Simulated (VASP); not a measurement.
# PtSe2 (Sudovikovite) (P-3m1) in VASP: a series of runs, part 2 of 2

VASP 6.6.1. The steps go on from the part before.

## Step 4: Relaxation of cell and atoms, PBEsol+U

The input, INCAR:

```
SYSTEM = PtSe2
ALGO = Normal
EDIFF = 1E-7
EDIFFG = -0.01
ENCUT = 600
GGA = PS
IBRION = 2
ISIF = 3
ISMEAR = -1
LASPH = .True.
LCHARG = .False.
LDAU = .True.
LDAUJ = 0 0
LDAUL = 2 -1
LDAUPRINT = 1
LDAUTYPE = 2
LDAUU = 8 0
LMAXMIX = 4
LREAL = .False.
LWAVE = .False.
NELM = 150
NSW = 60
PREC = Accurate
SIGMA = 0.05
```

The input, KPOINTS:

```
k-points
0
Gamma
  8 8 5
  0 0 0
```

The input, POSCAR:

```
PtSe2
1.0
    3.7240000000      0.0000000000      0.0000000000
   -1.8620000000      3.2250786037      0.0000000000
    0.0000000000      0.0000000000      5.0620000000
Pt Se
1 2
Direct
    0.0000000000      0.0000000000      0.0000000000
    0.6666666667      0.3333333333      0.7500000000
    0.3333333333      0.6666666667      0.2500000000
```

Potentials or basis: VASP PAW PBE potentials, release 64 (Pt, Se).

Command:

```bash
cat potpaw_PBE.64/Pt/POTCAR potpaw_PBE.64/Se/POTCAR > POTCAR
mpirun -np 1 vasp_std > vasp.out
```

OUTCAR:

```text
SYSTEM = PtSe2
   EDIFF = 1E-7
   EDIFFG = -0.01
   ENCUT = 600
   GGA = PS
   IBRION = 2
   ISIF = 3
   ISMEAR = -1
   LASPH = .True.
   LREAL = .False.
   NELM = 150
   NSW = 60
   PREC = Accurate

 ion  position               nearest neighbor table
   1  0.000  0.000  0.000-   2 2.49   3 2.49   2 2.49   3 2.49   2 2.49   3 2.49
   2  0.667  0.333  0.750-   1 2.49   1 2.49   1 2.49
   3  0.333  0.667  0.250-   1 2.49   1 2.49   1 2.49

  LATTYP: Found a hexagonal cell.
 ALAT       =     3.7240000000
 C/A-ratio  =     1.3592910849

  Lattice vectors:

 A1 = (   3.7240000000,   0.0000000000,   0.0000000000)
 A2 = (  -1.8620000000,   3.2250786037,   0.0000000000)
 A3 = (   0.0000000000,   0.0000000000,   5.0620000000)

Analysis of symmetry for initial positions (statically):
=====================================================================
 Subroutine PRICEL returns:
 Original cell was already a primitive cell.

 Routine SETGRP: Setting up the symmetry group for a
 hexagonal supercell.

 Subroutine GETGRP returns: Found 12 space group operations
 (whereof 12 operations were pure point group operations)
 out of a pool of 24 trial point group operations.

[... 387 lines left out ...]
--------------------------------------- Ionic step       17  -------------------------------------------

 number of electron      21.9999998 magnetization

 Free energy of the ion-electron system (eV)
  ---------------------------------------------------
  ext. energy  EPLUGINS =         0.00000000
  ---------------------------------------------------
  free energy    TOTEN  =       -11.10673681 eV

  energy without entropy =      -11.09744277  energy(sigma->0) =      -11.10208979

 E-fermi :   6.9120     XC(G=0): -11.2216

 val. band max:        6.8679081755   @ k =   0.1250   0.1250   0.0000
 cond. band min:       6.9780761794   @ k =  -0.1250   0.3750   0.2000
 fundamental gap:      0.1101680039
 Fermi energy:         6.9120151132

 k-point     1 :       0.0000    0.0000    0.0000
  band No.  band energies     occupation
      1      -8.9745      2.00000
      2      -5.5634      2.00000
      3      -1.4583      2.00000
      4      -0.6995      2.00000
      5      -0.6995      2.00000
      6       0.9388      2.00000
      7       0.9388      2.00000
      8       3.1943      2.00000
      9       6.2107      2.00000
     10       6.2107      2.00000
     11       7.9165      0.00000
     12       7.9165      0.00000
     13       8.0027      0.00000
     14      10.4301      0.00000
[... 401 lines left out ...]
      2      -6.6834      2.00000
      3      -0.6710      2.00000
      4      -0.4080      2.00000
      5       0.3281      2.00000
      6       0.7401      2.00000
      7       1.4075      2.00000
      8       1.7054      2.00000
      9       2.8130      2.00000
     10       4.6044      2.00000
     11       4.9616      2.00000
     12       7.2159      0.00458
     13       8.4489      0.00000
     14      12.5148      0.00000
     15      14.0063      0.00000

 [... further k-points ...]

------------------------ aborting loop because EDIFF is reached ----------------------------------------

  FORCE on cell =-STRESS in cart. coord.  units (eV):
  Direction    XX          YY          ZZ          XY          YZ          ZX
  --------------------------------------------------------------------------------------
  -------------------------------------------------------------------------------------
  Total       -0.0004210     -0.0004210      0.0257020     -0.0000000     -0.0000000      0.0000000
  in kB       -0.0120187     -0.0120187      0.7338147     -0.0000000     -0.0000000      0.0000000
  external PRESSURE =       0.2365925 kB  Pullay stress =       0.0000000 kB
[... 18 lines left out ...]
  FREE ENERGIE OF THE ION-ELECTRON SYSTEM (eV)
  ---------------------------------------------------
  free  energy   TOTEN  =       -11.1067368141 eV

  energy  without entropy=      -11.0974427721  energy(sigma->0) =      -11.10208979

 reached required accuracy - stopping structural energy minimisation
```

OSZICAR:

```text
N       E                     dE             d eps       ncg     rms          rms(c)
DAV:   1     0.133243303111E+03    0.13324E+03   -0.11338E+04  1208   0.146E+03
DAV:   2    -0.545100626125E+01   -0.13869E+03   -0.13575E+03  1550   0.250E+02
DAV:   3    -0.108610874593E+02   -0.54101E+01   -0.53828E+01  1452   0.530E+01
DAV:   4    -0.109023216385E+02   -0.41234E-01   -0.41225E-01  1501   0.493E+00
[... 167 lines left out ...]
DAV:   1    -0.111067386006E+02   -0.29455E-05   -0.92852E-05  1200   0.689E-02    0.177E-02
DAV:   2    -0.111067373207E+02    0.12799E-05   -0.11695E-05  1375   0.333E-02    0.642E-03
DAV:   3    -0.111067370079E+02    0.31280E-06   -0.86625E-07  1284   0.100E-02    0.379E-03
DAV:   4    -0.111067368353E+02    0.17257E-06   -0.23207E-07   778   0.293E-03    0.915E-04
DAV:   5    -0.111067368141E+02    0.21257E-07   -0.17812E-08   600   0.123E-03
  17 F= -.11106737E+02 E0= -.11102090E+02  d E =-.142743E-04
```

Wall time 3.5 min (1 thread of Intel Xeon 6975P-C (Granite Rapids), shared host); peak memory 0.22 GiB.

Results:

```yaml
Free_energy: -11.1067 eV
Relaxed_volume: 18.71 Å³/atom
Relaxed_cell: a = 3.694 Å, b = 3.694 Å, c = 4.748 Å, α = 90.00°, β = 90.00°, γ = 120.00°
Space_group_after_relaxing_to_0.05_Å: P-3m1 (No. 164)
Energy_gained_by_relaxing: 16.3 meV/atom
Ionic_steps: 17
Pressure_after_relaxing: 0.0 GPa
Band_gap_on_the_k_mesh: zero (band 11 reaches 7.92 eV, above the bottom of band 12 at 6.66 eV)
```

The path:
```csv
step,energy change (eV),largest force (eV/Å),pressure (GPa),volume (Å³)
1,0.0000,0.1836,-4.17,60.80
2,0.0287,0.8003,6.60,56.27
3,-0.0271,0.1905,-0.19,58.87
4,-0.0271,0.1985,-0.10,58.83
5,-0.0306,0.1644,-0.09,58.56
6,-0.0381,0.0641,0.01,57.75
7,-0.0393,0.1354,0.46,56.15
8,-0.0412,0.0328,0.22,56.91
9,-0.0448,0.0683,-0.28,56.82
10,-0.0467,0.1193,-0.92,56.70
11,-0.0487,0.0496,-0.22,56.23
12,-0.0489,0.0254,0.04,56.07
13,-0.0489,0.0235,0.06,56.06
14,-0.0489,0.0208,0.03,56.08
15,-0.0490,0.0137,-0.06,56.14
16,-0.0490,0.0015,0.05,56.11
17,-0.0490,0.0018,0.02,56.12
```

Final structure:
```cif
data_structure
_symmetry_space_group_name_H-M 'P 1'
_symmetry_Int_Tables_number 1
_cell_length_a 3.6943
_cell_length_b 3.6943
_cell_length_c 4.7477
_cell_angle_alpha 90.000
_cell_angle_beta 90.000
_cell_angle_gamma 120.000
_cell_volume 56.12
loop_
_atom_site_label
_atom_site_type_symbol
_atom_site_fract_x
_atom_site_fract_y
_atom_site_fract_z
_atom_site_occupancy
Pt1 Pt 0.00000 0.00000 0.00000 1
Se1 Se 0.66667 0.33333 0.73582 1
Se2 Se 0.33333 0.66667 0.26418 1
```

Levels at points of the mesh, in eV from the Fermi level:
```csv
k point,band 7,band 8,band 9,band 10,band 11,band 12,band 13,band 14,band 15
"(0.00, 0.00, 0.00)",-5.97,-3.72,-0.70,-0.70,1.00,1.00,1.09,3.52,4.83
"(0.50, 0.00, 0.00)",-5.34,-3.92,-3.61,-3.60,-3.45,0.34,2.63,4.95,6.60
```

Eigenvalues of the final occupation matrices:
| site | spin | trace | eigenvalues |
| --- | --- | --- | --- |
| site 1 d | 1 | 4.49 | 0.79 0.79 0.97 0.98 0.98 |
| site 1 d | 2 | 4.49 | 0.79 0.79 0.97 0.98 0.98 |

Caveat: the PAW data sets were made with another functional, which shifts forces and pressure a little; spin-orbit coupling is left out, which moves the levels of the heavy elements; U without spin polarisation on a metal has little footing.

## Step 5: Overview

| task | U | cell | cutoff (eV) | gap on the mesh (eV) | pressure (GPa) | largest force (eV/Å) |
| --- | --- | --- | --- | --- | --- | --- |
| single point | Pt d U = 5.0 eV | as given | 520 | none | -1.2 | 0.09 |
| single point | Pt d U = 6.0 eV | as given | 520 | none | -2.1 | 0.02 |
| relaxation of cell and atoms | Pt d U = 8.0 eV | relaxed | 600 | none | 0.0 | - |

Alike in all rows: level PBEsol+U; potentials or basis VASP PAW PBE potentials, release 64 (Pt, Se); no spin polarisation; k mesh 8 × 8 × 5; smearing fermi-dirac 0.05 eV.

Caveats: the PAW data sets were made with another functional, which shifts forces and pressure a little; spin-orbit coupling is left out, which moves the levels of the heavy elements; U without spin polarisation on a metal has little footing.

Absolute energies hang on the potentials; compare differences alone.
